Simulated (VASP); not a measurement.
# Te7Mo4 (a cell with a defect) in VASP: single point with PBE+D3(BJ)

Aim: the single point of Te7Mo4 (a cell with a defect) with PBE+D3(BJ).

Program: VASP 6.6.1. These are calculated values, not measurements. Logs are shortened: lines on timing, memory, paths and dates and some standing lists are left out, and cuts for length are marked.

## (1) The cell of the first run

The cell holds a defect, 11 atoms: a = 6.990 Å, b = 6.990 Å, c = 7.624 Å, α = 90.00°, β = 90.00°, γ = 120.00°.

## (2) Single point, PBE+D3(BJ)

File INCAR:

```
PREC = Accurate
ENCUT = 520
EDIFF = 1E-6
ISMEAR = 0
SIGMA = 0.05
LREAL = F
LASPH = T
NELM = 80
ALGO = Normal
ISIF = 2
LWAVE = F
LCHARG = F
GGA = PE
IVDW = 12
NBANDS = 60
NELECT = 96.0
```

File KPOINTS:

```
Automatic mesh
0
Gamma
  6 6 4
```

File POSCAR:

```
Te7Mo4
1.0
    3.4951625504     -6.0537991181      0.0000000000
   -6.9903251009      0.0000000000      0.0000000000
    0.0000000000      0.0000000000     -7.6242845190
Te Mo
7 4
Direct
    0.6666666667      0.3333333333      0.2385784197
    0.1666666667      0.8333333333      0.2385784197
    0.6666666667      0.8333333333      0.2385784197
    0.1666666667      0.3333333333      0.7614215803
    0.6666666667      0.3333333333      0.7614215803
    0.1666666667      0.8333333333      0.7614215803
    0.6666666667      0.8333333333      0.7614215803
    0.0000000000      0.5000000000      0.0000000000
    0.5000000000      0.5000000000      0.0000000000
    0.0000000000      0.0000000000      0.0000000000
    0.5000000000      0.0000000000      0.0000000000
```

Potentials or basis: VASP PAW PBE potentials, release 64 (Te, Mo_sv).

Launch:

```bash
$ cat potpaw_PBE.64/Te/POTCAR potpaw_PBE.64/Mo_sv/POTCAR > POTCAR
$ mpirun -np 1 vasp_std > vasp.out
```

OUTCAR:

```text
PREC = Accurate
   ENCUT = 520
   EDIFF = 1E-6
   ISMEAR = 0
   LREAL = F
   LASPH = T
   NELM = 80
   ISIF = 2
   GGA = PE
   IVDW = 12
   NELECT = 96.0
 IVDW          = 12

 ion  position               nearest neighbor table
   1  0.667  0.333  0.239-   8 2.72  11 2.72   9 2.72   3 3.50   3 3.50   2 3.50   2 3.50   5 3.64

   2  0.167  0.833  0.239-  11 2.72   8 2.72  10 2.72   3 3.50   3 3.50   1 3.50   1 3.50   6 3.64

   3  0.667  0.833  0.239-  10 2.72   9 2.72  11 2.72   2 3.50   2 3.50   1 3.50   1 3.50   7 3.64

   4  0.167  0.333  0.761-   9 2.72  10 2.72   8 2.72   5 3.50   5 3.50   6 3.50   6 3.50   7 3.50
                             7 3.50
   5  0.667  0.333  0.761-   8 2.72  11 2.72   9 2.72   4 3.50   4 3.50   7 3.50   7 3.50   6 3.50
                             6 3.50   1 3.64
   6  0.167  0.833  0.761-  11 2.72   8 2.72  10 2.72   7 3.50   7 3.50   4 3.50   4 3.50   5 3.50
                             5 3.50   2 3.64
   7  0.667  0.833  0.761-  10 2.72   9 2.72  11 2.72   6 3.50   6 3.50   5 3.50   5 3.50   4 3.50
                             4 3.50   3 3.64
   8  0.000  0.500  0.000-   1 2.72   5 2.72   2 2.72   6 2.72   4 2.72
   9  0.500  0.500  0.000-   4 2.72   3 2.72   7 2.72   5 2.72   1 2.72
  10  0.000  0.000  0.000-   3 2.72   7 2.72   4 2.72   6 2.72   2 2.72
  11  0.500  0.000  0.000-   2 2.72   6 2.72   5 2.72   1 2.72   3 2.72   7 2.72

  LATTYP: Found a hexagonal cell.
 ALAT       =     6.9903251009
 C/A-ratio  =     1.0906909777

  Lattice vectors:

 A1 = (   3.4951625504,  -6.0537991181,   0.0000000000)
 A2 = (  -6.9903251009,   0.0000000000,   0.0000000000)
 A3 = (   0.0000000000,   0.0000000000,  -7.6242845190)

Analysis of symmetry for initial positions (statically):
=====================================================================
 Subroutine PRICEL returns:
 Original cell was already a primitive cell.

 Routine SETGRP: Setting up the symmetry group for a
 hexagonal supercell.

 Subroutine GETGRP returns: Found  6 space group operations
 (whereof  2 operations were pure point group operations)
 out of a pool of 24 trial point group operations.

The static configuration has the point symmetry C_1h.
 The point group associated with its full space group is C_3v.

Analysis of symmetry for dynamics (positions and initial velocities):
=====================================================================
 Subroutine PRICEL returns:
 Original cell was already a primitive cell.

 Routine SETGRP: Setting up the symmetry group for a
 hexagonal supercell.

 Subroutine GETGRP returns: Found  6 space group operations
 (whereof  2 operations were pure point group operations)
 out of a pool of 24 trial point group operations.

The dynamic configuration has the point symmetry C_1h.
 The point group associated with its full space group is C_3v.

 Subroutine INISYM returns: Found  6 space group operations
 (whereof  2 operations are pure point group operations),
 and found     1 'primitive' translations

----------------------------------------------------------------------------------------

                                     Primitive cell

  volume of cell :     322.6447

  direct lattice vectors                    reciprocal lattice vectors
     3.495162550 -6.053799118  0.000000000     0.000000000 -0.165185527  0.000000000
    -6.990325101  0.000000000  0.000000000    -0.143054863 -0.082592764  0.000000000
     0.000000000  0.000000000 -7.624284519     0.000000000  0.000000000 -0.131159848

  length of vectors
     6.990325101  6.990325101  7.624284519     0.165185527  0.165185527  0.131159848

  position of ions in fractional coordinates (direct lattice)
     0.666666667  0.333333333  0.238578420
     0.166666667  0.833333333  0.238578420
     0.666666667  0.833333333  0.238578420
     0.166666667  0.333333333  0.761421580
     0.666666667  0.333333333  0.761421580
     0.166666667  0.833333333  0.761421580
     0.666666667  0.833333333  0.761421580
     0.000000000  0.500000000  0.000000000
     0.500000000  0.500000000  0.000000000
     0.000000000  0.000000000  0.000000000
     0.500000000  1.000000000  0.000000000

  ion indices of the primitive-cell ions
   primitive index   ion index
                 1           1
                 2           2
                 3           3
                 4           4
                 5           5
                 6           6
                 7           7
                 8           8
                 9           9
                10          10
                11          11

----------------------------------------------------------------------------------------

 KPOINTS: Automatic mesh

Automatic generation of k-mesh.
 Grid dimensions read from file:
 generate k-points for:    6    6    4

 Generating k-lattice:

  Cartesian coordinates                     Fractional coordinates (reciprocal lattice)
     0.000000000 -0.027530921  0.000000000     0.166666667  0.000000000  0.000000000
    -0.023842477 -0.013765461  0.000000000    -0.000000000  0.166666667  0.000000000
     0.000000000  0.000000000 -0.032789962     0.000000000  0.000000000  0.250000000

  Length of vectors
     0.027530921  0.027530921  0.032789962

  Shift w.r.t. Gamma in fractional coordinates (k-lattice)
     0.000000000  0.000000000  0.000000000

 Subroutine IBZKPT returns following result:
 ===========================================

 Found     24 irreducible k-points:

 Following reciprocal coordinates:
            Coordinates               Weight
  0.000000  0.000000  0.000000      1.000000
  0.166667  0.000000  0.000000      6.000000
  0.333333  0.000000  0.000000      6.000000
  0.500000  0.000000  0.000000      3.000000
  0.166667  0.166667  0.000000      6.000000
  0.333333  0.166667  0.000000     12.000000
[... 16 lines left out ...]
  0.333333  0.166667  0.500000     12.000000
  0.333333  0.333333  0.500000      2.000000
   k-points           NKPTS =     24   k-points in BZ     NKDIM =     24   number of bands    NBANDS=     60
   number of dos      NEDOS =    301   number of ions     NIONS =     11
   total plane-waves  NPLWV = 174960
   dimension x,y,z NGX =    54 NGY =   54 NGZ =   60
   dimension x,y,z NGXF=   108 NGYF=  108 NGZF=  120
   ions per type =               7   4
   NGX,Y,Z   is equivalent  to a cutoff of  12.84, 12.84, 13.08 a.u.
   NGXF,Y,Z  is equivalent  to a cutoff of  25.68, 25.68, 26.17 a.u.
 SYSTEM =  unknown system
   PREC   = accura    normal or accurate (medium, high low for compatibility)
   ISTART =      0    job   : 0-new  1-cont  2-samecut
   ICHARG =      2    charge: 1-file 2-atom 10-const
   ISPIN  =      1    spin polarized calculation?
   LNONCOLLINEAR =      F non collinear calculations
   LSORBIT =      F    spin-orbit coupling
   LASPH  =      T    aspherical Exc in radial PAW
   ENCUT  =  520.0 eV  38.22 Ry    6.18 a.u.  13.00 13.00 14.18*2*pi/ulx,y,z
   NELM   =     80;   NELMIN=  2; NELMDL= -5     # of ELM steps
   EDIFF  = 0.1E-05   stopping-criterion for ELM
   LREAL  =      F    real-space projection
   EDIFFG = 0.1E-04   stopping-criterion for IOM
   NSW    =      0    number of steps for IOM
   IBRION =     -1    ionic relax: 0-MD 1-quasi-New 2-CG
   NFREE  =      0    steps in history (QN), initial steepest desc. (CG)
   ISIF   =      2    stress and relaxation
   ISYM   =      2    0-nonsym 1-usesym 2-fastsym
   POTIM  = 0.5000    time-step for ionic-motion
   TEBEG  =    0.0;   TEEND  =   0.0 temperature during run
   PSTRESS=    0.0 pullay stress
   NELECT =      96.0000    total number of electrons
   NUPDOWN=      -1.0000    fix difference up-down
   EMIN   =  10.00;   EMAX   =-10.00  energy-range for DOS
   EFERMI =   0.00;   METHOD = LEGACY
   ISMEAR =     0;   SIGMA  =   0.05  broadening in eV -4-tet -1-fermi 0-gaus
   EFERMI_NEDOS =   21; number of points for ismear=-14 and -15
   IALGO  =     38    algorithm
   IMIX   =      4    mixing-type and parameters
     AMIX     =   0.40;   BMIX     =  1.00
     AMIX_MAG =   1.60;   BMIX_MAG =  1.00
  volume/ion in A,a.u.               =      29.33       197.94
  Fermi-wavevector in a.u.,A,eV,Ry     =   1.092925  2.065329 16.251960  1.194485
  Thomas-Fermi vector in A             =   2.229200
   LORBIT       =      0    0 simple, 1 ext, 2 COOP (PROOUT), +10 PAW based schemes
   GGA     = PE    functional components
   LHFCALC =     F    Hartree Fock is set to
   AEXX    =    0.0000 exact exchange contribution
   IVDW    =    12    specifies the selected vdW correction
   LEPSILON=     F    determine dielectric tensor
   LRPA    =     F    only Hartree local field effects (RPA)
 non-spin polarized calculation
 Gauss-broadening in eV      SIGMA  =   0.05
  energy-cutoff  :      520.00
  volume of cell :      322.64
 maximum number of plane-waves:      8715
 NGX is ok and might be reduce to    54
   NGX = 25   NGY = 25   NGZ = 29

 number of electron      96.0000001 magnetization

 Free energy of the ion-electron system (eV)
  ---------------------------------------------------
  ext. energy  EPLUGINS =         0.00000000
  ---------------------------------------------------
  free energy    TOTEN  =       -78.35015258 eV

  energy without entropy =      -78.33998276  energy(sigma->0) =      -78.34506767

 E-fermi :   5.8121     XC(G=0):  -9.2548

 val. band max:        5.8051518135   @ k =   0.1667   0.0000   0.2500
 cond. band min:       5.8429803357   @ k =   0.0000   0.0000   0.0000
 fundamental gap:      0.0378285222
 Fermi energy:         5.8120888111

 k-point     1 :       0.0000    0.0000    0.0000
  band No.  band energies     occupation
      1     -54.9476      2.00000
      2     -54.9399      2.00000
      3     -54.9399      2.00000
      4     -54.8708      2.00000
      5     -29.1513      2.00000
      6     -29.1513      2.00000
[... 1501 lines left out ...]
     59       8.0217      0.00000
     60       8.3931      0.00000

------------------------ aborting loop because EDIFF is reached ----------------------------------------

 Edisp (eV)   -4.96918

 E8    (eV) :    -2.2934

  FORCE on cell =-STRESS in cart. coord.  units (eV):
  Direction    XX          YY          ZZ          XY          YZ          ZX
  --------------------------------------------------------------------------------------
  -------------------------------------------------------------------------------------
  Total     -29.14157   -29.14157   -22.23055    -0.00000    -0.00000     0.00000
  in kB    -144.71018  -144.71018  -110.39165    -0.00000    -0.00000     0.00000
  external pressure =     -133.27 kB  Pullay stress =        0.00 kB

 VOLUME and BASIS-vectors are now :
 -----------------------------------------------------------------------------
  energy-cutoff  :      520.00
  volume of cell :      322.64
      direct lattice vectors                 reciprocal lattice vectors
     3.495162550 -6.053799118  0.000000000     0.000000000 -0.165185527  0.000000000
    -6.990325101  0.000000000  0.000000000    -0.143054863 -0.082592764  0.000000000
     0.000000000  0.000000000 -7.624284519     0.000000000  0.000000000 -0.131159848

 POSITION                                       TOTAL-FORCE (eV/Angst)
 -----------------------------------------------------------------------------------
      0.00000     -4.03587     -1.81899        -0.130112     -0.075120     -0.252753
     -5.24274     -1.00897     -1.81899         0.000000      0.150241     -0.252753
     -3.49516     -4.03587     -1.81899         0.130112     -0.075120     -0.252753
     -1.74758     -1.00897     -5.80529         0.000000     -0.000000      0.085520
      0.00000     -4.03587     -5.80529        -0.315136     -0.181944      0.219736
     -5.24274     -1.00897     -5.80529         0.000000      0.363888      0.219736
     -3.49516     -4.03587     -5.80529         0.315136     -0.181944      0.219736
     -3.49516      0.00000      0.00000         0.574766     -0.331841     -0.024105
     -1.74758     -3.02690      0.00000         0.000000      0.663682     -0.024105
      0.00000      0.00000      0.00000        -0.574766     -0.331841     -0.024105
      1.74758     -3.02690      0.00000         0.000000     -0.000000      0.085844
 -----------------------------------------------------------------------------------
    total drift:                               -0.000000      0.000000     -0.000094

  FREE ENERGIE OF THE ION-ELECTRON SYSTEM (eV)
  ---------------------------------------------------
  free  energy   TOTEN  =       -83.3193311882 eV

  energy  without entropy=      -83.3091613693  energy(sigma->0) =      -83.31424628
```

Wall time 14 min (1 thread of Intel Xeon 8259CL, shared host); peak memory 0.66 GiB.

Results:

```yaml
Free_energy: -83.3193 eV
Largest_force: 0.664 eV/Å
Dispersion_energy_per_atom: -0.452 eV
```

Forces on the atoms (eV/Å):
```
Te  -0.130 -0.075 -0.253
Te   0.000  0.150 -0.253
Te   0.130 -0.075 -0.253
Te   0.000  0.000  0.086
Te  -0.315 -0.182  0.220
Te   0.000  0.364  0.220
Te   0.315 -0.182  0.220
Mo   0.575 -0.332 -0.024
Mo   0.000  0.664 -0.024
Mo  -0.575 -0.332 -0.024
Mo   0.000  0.000  0.086
```

Levels at points of the mesh, in eV from the Fermi level:
```
           k point  band 46  band 47  band 48  band 49  band 50  band 51
(0.00, 0.00, 0.00)    -0.51    -0.51     0.03     0.48     1.15     1.15
(0.50, 0.00, 0.00)    -0.54    -0.51    -0.20    -0.01     0.51     0.94
(0.00, 0.00, 0.50)    -0.29    -0.05     0.11     0.21     1.15     1.15
(0.50, 0.00, 0.50)    -0.59    -0.39    -0.15    -0.06     0.53     1.11
```

Caveat: the cell carries a net charge on a neutralising background, which shifts energy and pressure; the cell differs from its parent crystal (atoms taken out, atom 1 moved 0.000 of the way to it and +0.000 Å across, host rigid); the cell is charged against a uniform background, so pressure and absolute levels hang on convention; spin-orbit coupling is left out, which moves the levels of the heavy elements.
